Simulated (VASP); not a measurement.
# Si4Mo3 (Pm-3m) in VASP: relaxation of cell and atoms with PBE

Aim: the relaxation of cell and atoms of Si4Mo3 with PBE.

Program: VASP 6.6.1. These are calculated values, not measurements. Logs are shortened: lines on timing, memory, paths and dates and some standing lists are left out, and cuts for length are marked.

## 1. The cell of the first run

It takes space group Pm-3m (No. 221, cubic). The conventional cell has a = 4.529 Å, b = 4.529 Å, c = 4.529 Å, α = 90.00°, β = 90.00°, γ = 90.00°. Si (site symmetry m-3m) has 6 Mo at 2.26 Å within 3.0 Å. Si (site symmetry 4/mmm) has 4 Mo at 2.26 Å within 3.0 Å. Within 3.0 Å of Mo (site symmetry 4/mmm) lie 6 Si at 2.26 Å.

The cell was built from a structure type or drawn by symmetry, and may not be a known phase.

## 2. Relaxation of cell and atoms, PBE

INCAR reads:

```
SYSTEM = Si4Mo3
PREC = Accurate
ENCUT = 500
EDIFF = 1E-7
ISMEAR = 0
SIGMA = 0.2
LREAL = .FALSE.
LASPH = .TRUE.
NELM = 120
ALGO = Normal
ISIF = 3
LWAVE = .FALSE.
LCHARG = .FALSE.
GGA = PE
IBRION = 2
NSW = 36
EDIFFG = -0.08
GGA_COMPAT = .FALSE.
NELMIN = 4
```

KPOINTS reads:

```
regular mesh
0
G
  4 4 4
  0 0 0
```

POSCAR reads:

```
Si4Mo3
1.0
    4.5289747000      0.0000000000      0.0000000000
    0.0000000000      4.5289747000      0.0000000000
    0.0000000000      0.0000000000      4.5289747000
Si Mo
4 3
Direct
    0.5000000000      0.5000000000      0.5000000000
    0.5000000000      0.0000000000      0.0000000000
    0.0000000000      0.5000000000      0.0000000000
    0.0000000000      0.0000000000      0.5000000000
    0.5000000000      0.5000000000      0.0000000000
    0.0000000000      0.5000000000      0.5000000000
    0.5000000000      0.0000000000      0.5000000000
```

Potentials or basis: VASP PAW PBE potentials, release 64 (Si, Mo_sv).

Started as:

```bash
> cat potpaw_PBE.64/Si/POTCAR potpaw_PBE.64/Mo_sv/POTCAR > POTCAR
> mpirun -np 1 vasp_std > vasp.out
```

OUTCAR:

```text
SYSTEM = Si4Mo3
   PREC = Accurate
   ENCUT = 500
   EDIFF = 1E-7
   ISMEAR = 0
   LREAL = .FALSE.
   LASPH = .TRUE.
   NELM = 120
   ISIF = 3
   GGA = PE
   IBRION = 2
   NSW = 36
   EDIFFG = -0.08
   NELMIN = 4

 ion  position               nearest neighbor table
   1  0.500  0.500  0.500-   5 2.26   6 2.26   7 2.26   5 2.26   7 2.26   6 2.26
   2  0.500  0.000  0.000-   5 2.26   7 2.26   7 2.26   5 2.26
   3  0.000  0.500  0.000-   5 2.26   6 2.26   6 2.26   5 2.26
   4  0.000  0.000  0.500-   6 2.26   7 2.26   6 2.26   7 2.26
   5  0.500  0.500  0.000-   1 2.26   2 2.26   3 2.26   1 2.26   2 2.26   3 2.26   6 3.20   7 3.20
                             7 3.20   7 3.20   7 3.20   6 3.20   6 3.20   6 3.20
   6  0.000  0.500  0.500-   1 2.26   3 2.26   4 2.26   3 2.26   4 2.26   1 2.26   5 3.20   7 3.20
                             7 3.20   5 3.20   5 3.20   7 3.20   5 3.20   7 3.20
   7  0.500  0.000  0.500-   1 2.26   2 2.26   4 2.26   2 2.26   1 2.26   4 2.26   5 3.20   6 3.20
                             5 3.20   6 3.20   5 3.20   5 3.20   6 3.20   6 3.20

  LATTYP: Found a simple cubic cell.
 ALAT       =     4.5289747000

  Lattice vectors:

 A1 = (   4.5289747000,   0.0000000000,   0.0000000000)
 A2 = (   0.0000000000,   4.5289747000,   0.0000000000)
 A3 = (   0.0000000000,   0.0000000000,   4.5289747000)

Analysis of symmetry for initial positions (statically):
=====================================================================
 Subroutine PRICEL returns:
 Original cell was already a primitive cell.

 Routine SETGRP: Setting up the symmetry group for a
 simple cubic supercell.

 Subroutine GETGRP returns: Found 48 space group operations
 (whereof 48 operations were pure point group operations)
 out of a pool of 48 trial point group operations.

The static configuration has the point symmetry O_h .

Analysis of symmetry for dynamics (positions and initial velocities):
=====================================================================
 Subroutine PRICEL returns:
 Original cell was already a primitive cell.

 Routine SETGRP: Setting up the symmetry group for a
 simple cubic supercell.

 Subroutine GETGRP returns: Found 48 space group operations
 (whereof 48 operations were pure point group operations)
 out of a pool of 48 trial point group operations.

The dynamic configuration has the point symmetry O_h .

 Subroutine INISYM returns: Found 48 space group operations
 (whereof 48 operations are pure point group operations),
 and found     1 'primitive' translations

----------------------------------------------------------------------------------------

                                     Primitive cell

  volume of cell :      92.8966

  direct lattice vectors                    reciprocal lattice vectors
     4.528974700  0.000000000  0.000000000     0.220800527  0.000000000  0.000000000
[... 60 lines left out ...]
  0.500000  0.250000  0.250000     12.000000
  0.500000  0.500000  0.250000      6.000000
  0.500000  0.500000  0.500000      1.000000
   k-points           NKPTS =     10   k-points in BZ     NKDIM =     10   number of bands    NBANDS=     34
   number of dos      NEDOS =    301   number of ions     NIONS =      7
   total plane-waves  NPLWV =  46656
   dimension x,y,z NGX =    36 NGY =   36 NGZ =   36
   dimension x,y,z NGXF=    72 NGYF=   72 NGZF=   72
   ions per type =               4   3
   NGX,Y,Z   is equivalent  to a cutoff of  13.21, 13.21, 13.21 a.u.
   NGXF,Y,Z  is equivalent  to a cutoff of  26.43, 26.43, 26.43 a.u.
 SYSTEM =  Si4Mo3
   PREC   = accura    normal or accurate (medium, high low for compatibility)
   ISTART =      0    job   : 0-new  1-cont  2-samecut
   ICHARG =      2    charge: 1-file 2-atom 10-const
   ISPIN  =      1    spin polarized calculation?
   LNONCOLLINEAR =      F non collinear calculations
   LSORBIT =      F    spin-orbit coupling
   LASPH  =      T    aspherical Exc in radial PAW
   ENCUT  =  500.0 eV  36.75 Ry    6.06 a.u.   8.26  8.26  8.26*2*pi/ulx,y,z
   NELM   =    120;   NELMIN=  4; NELMDL= -5     # of ELM steps
   EDIFF  = 0.1E-06   stopping-criterion for ELM
   LREAL  =      F    real-space projection
   EDIFFG = -.8E-01   stopping-criterion for IOM
   NSW    =     36    number of steps for IOM
   IBRION =      2    ionic relax: 0-MD 1-quasi-New 2-CG
   NFREE  =      1    steps in history (QN), initial steepest desc. (CG)
   ISIF   =      3    stress and relaxation
   ISYM   =      2    0-nonsym 1-usesym 2-fastsym
   POTIM  = 0.5000    time-step for ionic-motion
   TEBEG  =    0.0;   TEEND  =   0.0 temperature during run
   PSTRESS=    0.0 pullay stress
   NELECT =      58.0000    total number of electrons
   NUPDOWN=      -1.0000    fix difference up-down
   EMIN   =  10.00;   EMAX   =-10.00  energy-range for DOS
   EFERMI =   0.00;   METHOD = LEGACY
   ISMEAR =     0;   SIGMA  =   0.20  broadening in eV -4-tet -1-fermi 0-gaus
   EFERMI_NEDOS =   21; number of points for ismear=-14 and -15
   IALGO  =     38    algorithm
   IMIX   =      4    mixing-type and parameters
     AMIX     =   0.40;   BMIX     =  1.00
     AMIX_MAG =   1.60;   BMIX_MAG =  1.00
  volume/ion in A,a.u.               =      13.27        89.56
  Fermi-wavevector in a.u.,A,eV,Ry     =   1.399214  2.644132 26.637499  1.957801
  Thomas-Fermi vector in A             =   2.522296
   LORBIT       =      0    0 simple, 1 ext, 2 COOP (PROOUT), +10 PAW based schemes
   GGA     = PE    functional components
   LHFCALC =     F    Hartree Fock is set to
   AEXX    =    0.0000 exact exchange contribution
   IVDW    =     0    specifies the selected vdW correction
   LEPSILON=     F    determine dielectric tensor
   LRPA    =     F    only Hartree local field effects (RPA)
 conjugate gradient relaxation of ions
 non-spin polarized calculation
 Gauss-broadening in eV      SIGMA  =   0.20
  energy-cutoff  :      500.00
  volume of cell :       92.90
 maximum number of plane-waves:      2373
 NGX is ok and might be reduce to    36
   NGX = 17   NGY = 17   NGZ = 17

--------------------------------------- Ionic step        1  -------------------------------------------

 number of electron      58.0000018 magnetization

 Free energy of the ion-electron system (eV)
  ---------------------------------------------------
  ext. energy  EPLUGINS =         0.00000000
  ---------------------------------------------------
  free energy    TOTEN  =       -47.98221754 eV

  energy without entropy =      -47.90619972  energy(sigma->0) =      -47.94420863

 E-fermi :  12.7493     XC(G=0): -12.5005

 val. band max:       12.6909440577   @ k =   0.2500   0.0000   0.0000
 cond. band min:      12.7835014303   @ k =   0.2500   0.2500   0.0000
 fundamental gap:      0.0925573727
 Fermi energy:        12.7492790118
[... 908 lines left out ...]
--------------------------------------- Ionic step        5  -------------------------------------------

 number of electron      57.9999986 magnetization

 Free energy of the ion-electron system (eV)
  ---------------------------------------------------
  ext. energy  EPLUGINS =         0.00000000
  ---------------------------------------------------
  free energy    TOTEN  =       -52.66256624 eV

  energy without entropy =      -52.56189587  energy(sigma->0) =      -52.61223105

 E-fermi :   8.9680     XC(G=0): -11.2310

 val. band max:        8.9519361163   @ k =   0.2500   0.2500   0.0000
 cond. band min:       8.9749593580   @ k =   0.5000   0.0000   0.0000
 fundamental gap:      0.0230232418
 Fermi energy:         8.9680103760
[... 402 lines left out ...]
  FREE ENERGIE OF THE ION-ELECTRON SYSTEM (eV)
  ---------------------------------------------------
  free  energy   TOTEN  =       -52.6625662372 eV

  energy  without entropy=      -52.5618958726  energy(sigma->0) =      -52.61223105

 reached required accuracy - stopping structural energy minimisation
```

OSZICAR:

```text
N       E                     dE             d eps       ncg     rms          rms(c)
DAV:   1     0.551420027191E+03    0.55142E+03   -0.33780E+04   736   0.163E+03
DAV:   2    -0.242244835174E+02   -0.57564E+03   -0.56641E+03   772   0.457E+02
DAV:   3    -0.494187110805E+02   -0.25194E+02   -0.24483E+02   894   0.809E+01
[... 90 lines left out ...]
DAV:   5    -0.526625444788E+02   -0.53487E-04   -0.24932E-04   802   0.989E-02    0.874E-02
DAV:   6    -0.526625633592E+02   -0.18880E-04   -0.84861E-05   818   0.333E-02    0.143E-02
DAV:   7    -0.526625668480E+02   -0.34888E-05   -0.36403E-06   764   0.796E-03    0.391E-03
DAV:   8    -0.526625662442E+02    0.60379E-06   -0.20398E-07   502   0.218E-03    0.114E-03
DAV:   9    -0.526625662372E+02    0.70722E-08   -0.22299E-08   350   0.814E-04
   5 F= -.52662566E+02 E0= -.52612231E+02  d E =-.468035E+01
```

CONTCAR:

```text
Si4Mo3
   1.00000000000000
     4.9473604570361474    0.0000000000000000   -0.0000000000000000
    -0.0000000000000000    4.9473604570361474   -0.0000000000000000
     0.0000000000000000   -0.0000000000000000    4.9473604570361474
  Si              Mo
     4     3
Direct
     0.5000000000000000    0.5000000000000000    0.5000000000000000
     0.5000000000000000    0.0000000000000000    0.0000000000000000
     0.0000000000000000    0.5000000000000000    0.0000000000000000
     0.0000000000000000    0.0000000000000000    0.5000000000000000
     0.5000000000000000    0.5000000000000000    0.0000000000000000
     0.0000000000000000    0.5000000000000000    0.5000000000000000
     0.5000000000000000    0.0000000000000000    0.5000000000000000

  0.00000000E+00  0.00000000E+00  0.00000000E+00
  0.00000000E+00  0.00000000E+00  0.00000000E+00
  0.00000000E+00  0.00000000E+00  0.00000000E+00
  0.00000000E+00  0.00000000E+00  0.00000000E+00
  0.00000000E+00  0.00000000E+00  0.00000000E+00
  0.00000000E+00  0.00000000E+00  0.00000000E+00
  0.00000000E+00  0.00000000E+00  0.00000000E+00
```

Run time: 90 s. Hardware: 1 thread of Intel Xeon 6975P-C (Granite Rapids), shared host; peak memory 0.21 GiB.

Results:

* Free energy: -52.6626 eV
* Relaxed volume: 17.30 Å³/atom
* Relaxed cell: a = 4.947 Å, b = 4.947 Å, c = 4.947 Å, α = 90.00°, β = 90.00°, γ = 90.00°
* Space group after relaxing (to 0.1 Å): Pm-3m (No. 221)
* Energy gained by relaxing: 668.6 meV/atom
* Ionic steps: 5
* Pressure after relaxing: 0.0 GPa
* Band gap on the k mesh: zero (bands 29 and 30 overlap by 0.92 eV)

The path:
| step | energy change (eV) | largest force (eV/Å) | pressure (GPa) | volume (Å³) |
| --- | --- | --- | --- | --- |
| 1 | 0.0000 | 0.0000 | 66.17 | 92.90 |
| 2 | 2.9757 | 0.0000 | -24.44 | 187.79 |
| 3 | -4.6354 | 0.0000 | -3.97 | 124.63 |
| 4 | -4.6770 | 0.0000 | -1.12 | 122.05 |
| 5 | -4.6803 | 0.0000 | 0.02 | 121.09 |

Final structure:
```xyz
7
Lattice="4.9474 0.0000 0.0000 0.0000 4.9474 0.0000 0.0000 0.0000 4.9474" Properties=species:S:1:pos:R:3 pbc="T T T"
Si    2.4737    2.4737    2.4737
Si    2.4737    0.0000    0.0000
Si    0.0000    2.4737    0.0000
Si    0.0000    0.0000    2.4737
Mo    2.4737    2.4737    0.0000
Mo    0.0000    2.4737    2.4737
Mo    2.4737    0.0000    2.4737
```

Levels at points of the mesh, in eV from the Fermi level:
```csv
k point,band 26,band 27,band 28,band 29,band 30,band 31
"(0.00, 0.00, 0.00)",-0.71,-0.71,-0.15,0.44,0.44,0.44
"(0.50, 0.00, 0.00)",-1.18,-1.16,-0.90,-0.22,0.01,0.01
"(0.50, 0.50, 0.00)",-2.77,-2.77,-0.31,0.01,0.94,0.94
"(0.50, 0.50, 0.50)",-3.31,-0.51,-0.51,0.67,0.67,0.67
```

Caveat: the volume moved by over 15 % at a fixed basis, so the end points are rough.
